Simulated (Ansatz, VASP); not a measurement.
# CaSe in VASP and in Ansatz

```
CELL_PARAMETERS angstrom
0.00000 3.34343 3.34343
3.34343 0.00000 3.34343
3.34343 3.34343 0.00000
ATOMIC_POSITIONS crystal
Ca 0.00000 0.00000 0.00000
Se 0.75000 0.75000 0.75000
```

Alike in both runs: task single point; functional PBEsol; k mesh 6 × 6 × 6; no spin polarisation.

|  | VASP | Ansatz |
| --- | --- | --- |
| version | VASP 6.6.1 | Ansatz 0.2.0 |
| potentials or method | VASP PAW PBE potentials, release 64 (Ca_sv, Se), cutoff 500 eV | plane waves, PAW |
| occupations | gaussian, width 0.01 eV | fixed |
| valence electrons in the cell | 16 | 26 |

|  | VASP | Ansatz | Ansatz less VASP |
| --- | --- | --- | --- |
| pressure (GPa) | -2.4 | -2.5 | -0.09 |

VASP's potentials were made for PBE, not for PBEsol. VASP's potentials hold 16 valence electrons a cell and Ansatz's 26, so a difference there can come from the potentials and not from the codes.
